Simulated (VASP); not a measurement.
# GaSi2 (Fd-3m) in VASP: further runs

GaSi2 is run at these levels: r2SCAN; tasks: single point.

Everything below comes from runs of VASP 6.6.1. Logs are shortened: lines on timing, memory, paths and dates and some standing lists are left out, and cuts for length are marked.

## (1) The cell of the first run

The structure is cubic, space group Fd-3m (No. 227). The conventional cell has a = 7.257 Å, b = 7.257 Å, c = 7.257 Å, α = 90.00°, β = 90.00°, γ = 90.00°. Ga (site symmetry -43m) has 12 Si at 3.01 Å and 4 Ga at 3.14 Å within 4.0 Å. Within 3.4 Å of Si (site symmetry -3m) lie 6 Si at 2.57 Å and 6 Ga at 3.01 Å.

## (2) Single point, r2SCAN

Contents of POSCAR:

```
GaSi2
1.0
    0.0000000000      3.6283849052      3.6283849052
    3.6283849052      0.0000000000      3.6283849052
    3.6283849052      3.6283849052      0.0000000000
Ga Si
2 4
Direct
    0.0000000000      0.0000000000      0.0000000000
    0.2500000000      0.2500000000      0.2500000000
    0.6250000000      0.6250000000      0.6250000000
    0.1250000000      0.6250000000      0.6250000000
    0.6250000000      0.6250000000      0.1250000000
    0.6250000000      0.1250000000      0.6250000000
```

Contents of INCAR.step1:

```
SYSTEM = GaSi2
PREC = Accurate
ENCUT = 520
ISMEAR = 0
SIGMA = 0.1
LREAL = .False.
LASPH = .True.
NELM = 80
NBANDS = 30
GGA = PE
ALGO = Normal
EDIFF = 1E-4
LWAVE = .True.
LCHARG = .False.
```

Contents of INCAR.step2:

```
SYSTEM = GaSi2
PREC = Accurate
ENCUT = 520
EDIFF = 1E-6
ISMEAR = 0
SIGMA = 0.1
LREAL = .False.
LASPH = .True.
NELM = 80
ALGO = Normal
ISIF = 2
LWAVE = .False.
LCHARG = .False.
METAGGA = R2SCAN
LMIXTAU = .True.
NBANDS = 30
ISTART = 1
```

Contents of KPOINTS:

```
Automatic mesh
0
Gamma
  4 4 4
  0 0 0
```

Potentials or basis: VASP PAW PBE potentials, release 64 (Ga_d, Si).

Launch:

```
> cat potpaw_PBE.64/Ga_d/POTCAR potpaw_PBE.64/Si/POTCAR > POTCAR
> cp INCAR.step1 INCAR
> mpirun -np 1 vasp_std > vasp.out
> cp INCAR.step2 INCAR
> mpirun -np 1 vasp_std > vasp.out
```

OUTCAR:

```text
SYSTEM = GaSi2
   PREC = Accurate
   ENCUT = 520
   EDIFF = 1E-6
   ISMEAR = 0
   LREAL = .False.
   LASPH = .True.
   NELM = 80
   ISIF = 2
   METAGGA = R2SCAN
   ISTART = 1

 ion  position               nearest neighbor table
   1  0.000  0.000  0.000-   3 3.01   3 3.01   4 3.01   5 3.01   6 3.01   3 3.01   6 3.01   4 3.01
                             6 3.01   5 3.01   4 3.01   5 3.01
   2  0.250  0.250  0.250-   4 3.01   5 3.01   6 3.01   3 3.01   3 3.01   3 3.01   4 3.01   4 3.01
                             5 3.01   6 3.01   5 3.01   6 3.01
   3  0.625  0.625  0.625-   4 2.57   5 2.57   6 2.57   5 2.57   6 2.57   4 2.57   1 3.01   2 3.01
                             1 3.01   2 3.01   1 3.01   2 3.01
   4  0.125  0.625  0.625-   3 2.57   5 2.57   6 2.57   3 2.57   5 2.57   6 2.57   1 3.01   2 3.01
                             2 3.01   1 3.01   2 3.01   1 3.01
   5  0.625  0.625  0.125-   3 2.57   3 2.57   4 2.57   6 2.57   6 2.57   4 2.57   1 3.01   2 3.01
                             1 3.01   2 3.01   1 3.01   2 3.01
   6  0.625  0.125  0.625-   3 2.57   5 2.57   3 2.57   4 2.57   5 2.57   4 2.57   1 3.01   2 3.01
                             1 3.01   2 3.01   1 3.01   2 3.01

  LATTYP: Found a face centered cubic cell.
 ALAT       =     7.2567698104

  Lattice vectors:

 A1 = (   0.0000000000,   3.6283849052,   3.6283849052)
 A2 = (   3.6283849052,   0.0000000000,   3.6283849052)
 A3 = (   3.6283849052,   3.6283849052,   0.0000000000)

Analysis of symmetry for initial positions (statically):
=====================================================================
 Subroutine PRICEL returns:
 Original cell was already a primitive cell.

 Routine SETGRP: Setting up the symmetry group for a
 face centered cubic supercell.

 Subroutine GETGRP returns: Found 48 space group operations
 (whereof 24 operations were pure point group operations)
 out of a pool of 48 trial point group operations.

The static configuration has the point symmetry T_d .
 The point group associated with its full space group is O_h .

Analysis of symmetry for dynamics (positions and initial velocities):
=====================================================================
 Subroutine PRICEL returns:
 Original cell was already a primitive cell.

 Routine SETGRP: Setting up the symmetry group for a
 face centered cubic supercell.

 Subroutine GETGRP returns: Found 48 space group operations
 (whereof 24 operations were pure point group operations)
 out of a pool of 48 trial point group operations.

[... 94 lines left out ...]
   EDIFFG = 0.1E-04   stopping-criterion for IOM
   NSW    =      0    number of steps for IOM
   IBRION =     -1    ionic relax: 0-MD 1-quasi-New 2-CG
   NFREE  =      0    steps in history (QN), initial steepest desc. (CG)
   ISIF   =      2    stress and relaxation
   ISYM   =      2    0-nonsym 1-usesym 2-fastsym
   POTIM  = 0.5000    time-step for ionic-motion
   TEBEG  =    0.0;   TEEND  =   0.0 temperature during run
   PSTRESS=    0.0 pullay stress
   NELECT =      42.0000    total number of electrons
   NUPDOWN=      -1.0000    fix difference up-down
   EMIN   =  10.00;   EMAX   =-10.00  energy-range for DOS
   EFERMI =   0.00;   METHOD = LEGACY
   ISMEAR =     0;   SIGMA  =   0.10  broadening in eV -4-tet -1-fermi 0-gaus
   EFERMI_NEDOS =   21; number of points for ismear=-14 and -15
   IALGO  =     38    algorithm
   IMIX   =      4    mixing-type and parameters
     AMIX     =   0.40;   BMIX     =  1.00
     AMIX_MAG =   1.60;   BMIX_MAG =  1.00
  volume/ion in A,a.u.               =      15.92       107.45
  Fermi-wavevector in a.u.,A,eV,Ry     =   1.244805  2.352340 21.082757  1.549539
  Thomas-Fermi vector in A             =   2.379055
   LORBIT       =      0    0 simple, 1 ext, 2 COOP (PROOUT), +10 PAW based schemes
   METAGGA = R2SCAN    functional components
   LHFCALC =     F    Hartree Fock is set to
   AEXX    =    0.0000 exact exchange contribution
   IVDW    =     0    specifies the selected vdW correction
   LEPSILON=     F    determine dielectric tensor
   LRPA    =     F    only Hartree local field effects (RPA)
 non-spin polarized calculation
 Gauss-broadening in eV      SIGMA  =   0.10
  energy-cutoff  :      520.00
  volume of cell :       95.54
 maximum number of plane-waves:      2637
 NGX is ok and might be reduce to    40
   NGX = 19   NGY = 19   NGZ = 19

 number of electron      41.9999979 magnetization

 Free energy of the ion-electron system (eV)
  ---------------------------------------------------
  ext. energy  EPLUGINS =         0.00000000
  ---------------------------------------------------
  free energy    TOTEN  =       -54.12290883 eV

  energy without entropy =      -54.10106047  energy(sigma->0) =      -54.11198465

 E-fermi :   8.3002     XC(G=0): -12.0097

 val. band max:        8.2484772055   @ k =   0.5000   0.5000   0.0000
 cond. band min:       8.3530687339   @ k =  -0.2500   0.2500   0.0000
 fundamental gap:      0.1045915284
 Fermi energy:         8.3001712786

 k-point     1 :       0.0000    0.0000    0.0000
  band No.  band energies     occupation
      1      -7.0757      2.00000
      2      -7.0757      2.00000
      3      -7.0642      2.00000
      4      -7.0642      2.00000
      5      -7.0642      2.00000
      6      -6.9862      2.00000
[... 253 lines left out ...]
     29      13.8235      0.00000
     30      13.8235      0.00000

------------------------ aborting loop because EDIFF is reached ----------------------------------------

  FORCE on cell =-STRESS in cart. coord.  units (eV):
  Direction    XX          YY          ZZ          XY          YZ          ZX
  --------------------------------------------------------------------------------------
  -------------------------------------------------------------------------------------
  Total        0.7400226      0.7400226      0.7400226     -0.0000000      0.0000000      0.0000000
  in kB       12.4103919     12.4103919     12.4103919     -0.0000000      0.0000000      0.0000000
  external PRESSURE =      12.4103919 kB  Pullay stress =       0.0000000 kB

 VOLUME and BASIS-vectors are now :
 -----------------------------------------------------------------------------
  energy-cutoff  :      520.00
  volume of cell :       95.54
      direct lattice vectors                 reciprocal lattice vectors
     0.000000000  3.628384905  3.628384905    -0.137802359  0.137802359  0.137802359
     3.628384905  0.000000000  3.628384905     0.137802359 -0.137802359  0.137802359
     3.628384905  3.628384905  0.000000000     0.137802359  0.137802359 -0.137802359

 POSITION                                       TOTAL-FORCE (eV/Angst)
 -----------------------------------------------------------------------------------
      0.00000      0.00000      0.00000         0.000000      0.000000      0.000000
      1.81419      1.81419      1.81419        -0.000000     -0.000000     -0.000000
      4.53548      4.53548      4.53548         0.000000     -0.000000     -0.000000
      4.53548      2.72129      2.72129         0.000000     -0.000000     -0.000000
      2.72129      2.72129      4.53548         0.000000     -0.000000     -0.000000
      2.72129      4.53548      2.72129         0.000000     -0.000000     -0.000000
 -----------------------------------------------------------------------------------
    total drift:                               -0.000000     -0.000000      0.000000

  FREE ENERGIE OF THE ION-ELECTRON SYSTEM (eV)
  ---------------------------------------------------
  free  energy   TOTEN  =       -54.1229088297 eV

  energy  without entropy=      -54.1010604687  energy(sigma->0) =      -54.11198465
```

OSZICAR.step1:

```text
N       E                     dE             d eps       ncg     rms          rms(c)
DAV:   1     0.270725501727E+03    0.27073E+03   -0.19390E+04   530   0.198E+03
DAV:   2     0.805462537073E+01   -0.26267E+03   -0.25252E+03   502   0.468E+02
DAV:   3    -0.238300437088E+02   -0.31885E+02   -0.30713E+02   558   0.116E+02
DAV:   4    -0.251587903093E+02   -0.13287E+01   -0.13155E+01   610   0.224E+01
DAV:   5    -0.251918038498E+02   -0.33014E-01   -0.32972E-01   606   0.374E+00    0.596E+00
DAV:   6    -0.247949529130E+02    0.39685E+00   -0.76159E-01   662   0.916E+00    0.322E+00
DAV:   7    -0.247497205327E+02    0.45232E-01   -0.18269E-01   604   0.183E+00    0.100E+00
DAV:   8    -0.247434451712E+02    0.62754E-02   -0.32428E-02   604   0.149E+00    0.231E-01
DAV:   9    -0.247428466154E+02    0.59856E-03   -0.50337E-03   692   0.806E-01    0.170E-01
DAV:  10    -0.247427705117E+02    0.76104E-04   -0.63734E-04   522   0.196E-01
   1 F= -.24742771E+02 E0= -.24727201E+02  d E =-.311384E-01
```

Run time: 3.3 min. Hardware: 1 thread of Intel Xeon 8259CL, shared host; peak memory 0.26 GiB.

What came out:

```
Free energy            : -54.1229 eV
Pressure               : 1.2 GPa
Band gap on the k mesh : zero (bands 21 and 22 overlap by 2.61 eV)
```

Caveat: the k points lie up to 0.37 Å⁻¹ apart, too coarse for converged energies and pressures of a metal; the PAW data sets were made with another functional, which shifts forces and pressure a little.

[end of part 1 of 2]
